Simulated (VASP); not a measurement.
Here is a VASP 6.6.1 calculation.

The input POSCAR:

```
MgS
1.0
    0.0000000000      2.6016500000      2.3935180000
    2.6016500000      0.0000000000      2.3935180000
    2.6016500000      2.6016500000      0.0000000000
Mg S
1 1
Direct
    0.0000000000      0.0000000000      0.0000000000
    0.5000000000      0.5000000000      0.5000000000
```

The input INCAR.step1:

```
SYSTEM = MgS
  PREC = Accurate
  ENCUT = 520
  ISMEAR = 0
  SIGMA = 0.05
  LREAL = .FALSE.
  LASPH = .TRUE.
  NELM = 80
  NBANDS = 11
  GGA = PE
  ALGO = Normal
  EDIFF = 1E-4
  LWAVE = .TRUE.
  LCHARG = .FALSE.
```

The input INCAR.step2:

```
SYSTEM = MgS
  PREC = Accurate
  ENCUT = 520
  EDIFF = 1E-6
  ISMEAR = 0
  SIGMA = 0.05
  LREAL = .FALSE.
  LASPH = .TRUE.
  NELM = 80
  ALGO = Normal
  ISIF = 2
  LWAVE = .FALSE.
  LCHARG = .FALSE.
  METAGGA = R2SCAN
  LMIXTAU = .TRUE.
  NBANDS = 11
  ISTART = 1
```

KPOINTS

```
regular mesh
0
G
  8 8 8
  0 0 0
```

Potentials or basis: VASP PAW PBE potentials, release 64 (Mg, S).

Run with:

```sh
$ cat potpaw_PBE.64/Mg/POTCAR potpaw_PBE.64/S/POTCAR > POTCAR
$ cp INCAR.step1 INCAR
$ mpirun -np 1 vasp_std > vasp.out
$ cp INCAR.step2 INCAR
$ mpirun -np 1 vasp_std > vasp.out
```

Estimate the pressure.

8.9 GPa.

Predict the band gap on the k mesh.

3.25 eV, indirect (least direct gap 5.20 eV).

Stress tensor (GPa, compression positive):
```
 3.71  0.00  0.00
 0.00  3.71  0.00
 0.00  0.00 19.19
```

Caveat: the cell differs from its parent crystal (strain +0.000 along x and y, -0.080 along z); the PAW data sets were made with another functional, which shifts forces and pressure a little. A k mesh can miss the band edges.
